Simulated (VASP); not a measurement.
BAs:

```
B As
1.0
     0.00000    2.40441    2.40441
     2.40441    0.00000    2.40441
     2.40441    2.40441    0.00000
B As
1 1
Direct
  0.00000 0.00000 0.00000
  0.25000 0.25000 0.25000
```

* Program: VASP 6.6.1
* Task: relaxation of cell and atoms
* Functional: LDA
* Potentials or basis: VASP PAW LDA potentials, release 64 (B, As_d)
* Cutoff: 600 eV
* k mesh: 10 × 10 × 10
* Occupations: gaussian, width 0.02 eV
* Spin: no spin polarisation

At the start: pressure -6.2 GPa; volume 13.90 Å³/atom.

Problem. Where does the relaxation end?

Solution. Over 5 steps the energy falls by 12.5 meV/atom and the volume is 13.28 Å³/atom (-4.5 %); space group F-43m (No. 216, to 0.05 Å).

The path:
| step | energy change (eV) | largest force (eV/Å) | pressure (GPa) | volume (Å³) |
| --- | --- | --- | --- | --- |
| 1 | 0.0000 | 0.0000 | -6.16 | 27.80 |
| 2 | -0.0118 | 0.0000 | 5.04 | 25.71 |
| 3 | -0.0249 | 0.0000 | -0.14 | 26.56 |
| 4 | -0.0249 | 0.0000 | 0.06 | 26.53 |
| 5 | -0.0249 | 0.0000 | 0.03 | 26.55 |

Final structure:
```cif
data_structure
_symmetry_space_group_name_H-M 'P 1'
_symmetry_Int_Tables_number 1
_cell_length_a 3.3486
_cell_length_b 3.3486
_cell_length_c 3.3486
_cell_angle_alpha 60.000
_cell_angle_beta 60.000
_cell_angle_gamma 60.000
_cell_volume 26.55
loop_
_atom_site_label
_atom_site_type_symbol
_atom_site_fract_x
_atom_site_fract_y
_atom_site_fract_z
_atom_site_occupancy
B1 B 0.00000 0.00000 0.00000 1
As1 As 0.25000 0.25000 0.25000 1
```
